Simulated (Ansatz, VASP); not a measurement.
**Si7Mo: VASP beside Ansatz**

```
Si Mo
1.0
     3.28997    0.00000    0.00000
     0.00000    3.28997    0.00000
     0.00000    0.00000   10.58141
Si Mo
7 1
Cartesian
  0.0000 0.0000 2.6407
  1.6450 1.6450 3.7468
  0.0000 0.0000 7.9407
  1.6450 1.6450 6.8346
  1.6450 1.6450 9.3029
  1.6450 1.6450 1.2785
  0.0000 0.0000 5.2907
  0.0000 0.0000 0.0000
```

Alike in both runs: task relaxation of cell and atoms; functional PBE; k mesh 10 × 10 × 4; occupations gaussian, width 0.1 eV; no spin polarisation.

|  | VASP | Ansatz |
| --- | --- | --- |
| version | VASP 6.6.1 | Ansatz 0.2.0 |
| potentials or method | VASP PAW PBE potentials, release 64 (Si, Mo_sv), cutoff 600 eV | scalar-relativistic, plane waves, PAW |
| valence electrons in the cell | 42 | 42 |

VASP gave:

- gap on the k mesh at the Fermi level, each at its own relaxed structure (eV): none
- relaxed volume (Å³/atom): 14.24
- relaxed length of the cell vector where the two differ most in proportion (Å): 10.561

Q: Estimate Ansatz's values.

A: gap on the k mesh at the Fermi level, each at its own relaxed structure (eV): none; relaxed volume (Å³/atom): 14.23; relaxed length of the cell vector where the two differ most in proportion (Å): 10.560.

A gap of «none» marks a metal or a gap that the smearing closes.
